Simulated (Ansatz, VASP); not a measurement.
**Sb in VASP and in Ansatz**

The input INCAR:

```
SYSTEM = Sb
PREC     = Accurate       ! precision mode
ENCUT    = 500            ! plane-wave cutoff, eV
EDIFF    = 1E-6           ! SCF threshold, eV
ISMEAR   = -1             ! smearing method
SIGMA    = 0.08           ! smearing width, eV
LREAL    = .FALSE.        ! projectors in reciprocal space
LASPH    = .TRUE.         ! aspherical terms in the spheres
NELM     = 120            ! most SCF steps
ALGO     = Normal         ! electronic algorithm
ISIF     = 2              ! what is computed and relaxed
LWAVE    = .FALSE.        ! write WAVECAR
LCHARG   = .FALSE.        ! write CHGCAR
GGA      = PE             ! functional
NBANDS   = 12             ! bands
GGA_COMPAT= .FALSE.
```

The input KPOINTS:

```
Automatic mesh
0
G
  10 10 10
  0 0 0
```

Contents of POSCAR:

```
Sb
1.0
    0.0000000000      3.4940310074      3.4940310074
    3.4940310074      0.0000000000      3.4940310074
    3.4940310074      3.4940310074      0.0000000000
Sb
2
Direct
   -0.1250000000     -0.1250000000     -0.1250000000
    0.1250000000      0.1250000000      0.1250000000
```

Input for Ansatz:

```yaml
crystal:
  lattice:
    - [0.0, 3.4940310074, 3.4940310074]
    - [3.4940310074, 0.0, 3.4940310074]
    - [3.4940310074, 3.4940310074, 0.0]
  atoms:
    - { symbol: Sb, position: [-0.125, -0.125, -0.125] }
    - { symbol: Sb, position: [0.125, 0.125, 0.125] }
kpoints:
  mp_grid: { grid: [10, 10, 10] }
scf:
  occupations: { method: fermi_dirac, width: 0.08 }
hamiltonian:
  xc: pbe
  pseudopotentials: { kind: nc }
output:
  forces: true
  stress: true
  eigenvalues: true
```

Change from the starting cell: volume scaled by 1, norm-conserving files.

Alike in both runs: task single point; functional PBE; k mesh 10 × 10 × 10; occupations fermi-dirac, width 0.08 eV; no spin polarisation.

|  | VASP | Ansatz |
| --- | --- | --- |
| version | VASP 6.6.1 | Ansatz 0.2.0 |
| potentials or method | VASP PAW PBE potentials, release 64 (Sb) | norm-conserving pseudopotentials, scalar-relativistic |
| plane-wave cutoff (eV) | 500 | 1088 |
| valence electrons in the cell | 10 | 30 |

```csv
,VASP,Ansatz,Ansatz less VASP
pressure (GPa),0.0,0.0,+0.01
```

With one functional, cell and mesh, what is left measures potentials, basis and numerics. VASP's potentials hold 10 valence electrons a cell and Ansatz's 30, so a difference there can come from the potentials and not from the codes.

Spin-orbit coupling is off throughout.
